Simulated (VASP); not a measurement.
Wanted: the native input for a VASP 6.6.1 run.

```
Task                   : single point
Functional             : PBEsol
Potentials or basis    : VASP PAW PBE potentials, release 64 (Al)
Cutoff                 : 500 eV
k mesh                 : 9 × 9 × 9
Occupations            : fermi-dirac, width 0.05 eV
Spin                   : no spin polarisation
Dipole correction      : no
Further INCAR settings : ALGO = Normal; EDIFF = 1e-06; NBANDS = 8
```

The structure of Al lies in POSCAR:

```
Al
1.0
    0.0000000000      2.0105112161      2.0105112161
    2.0105112161      0.0000000000      2.0105112161
    2.0105112161      2.0105112161      0.0000000000
Al
1
Direct
    0.0000000000      0.0000000000      0.0000000000
```

One way to write it, as run:

INCAR

```
ALGO = Normal ; EDIFF = 1E-6
ENCUT = 500 ; GGA = PS
GGA_COMPAT = False ; ISIF = 2
ISMEAR = -1 ; LASPH = True
LCHARG = False ; LREAL = False
LWAVE = False ; NBANDS = 8
NELM = 120 ; PREC = Accurate
SIGMA = 0.05
```

KPOINTS

```
k-points
0
Gamma
  9 9 9
```

Potentials or basis: VASP PAW PBE potentials, release 64 (Al).

The run is started by

```console
$ cat potpaw_PBE.64/Al/POTCAR > POTCAR
$ mpirun -np 1 vasp_std > vasp.out
```

Results of the run:

```
Pressure : 0.1 GPa
```

Caveat: the PAW data sets were made with another functional, which shifts forces and pressure a little.

Run time: 2.9 s on 1 thread of Intel(R) Xeon(R) Platinum 8375C CPU @ 2.90GHz (Ice Lake), on a shared host, peak memory 0.13 GiB.
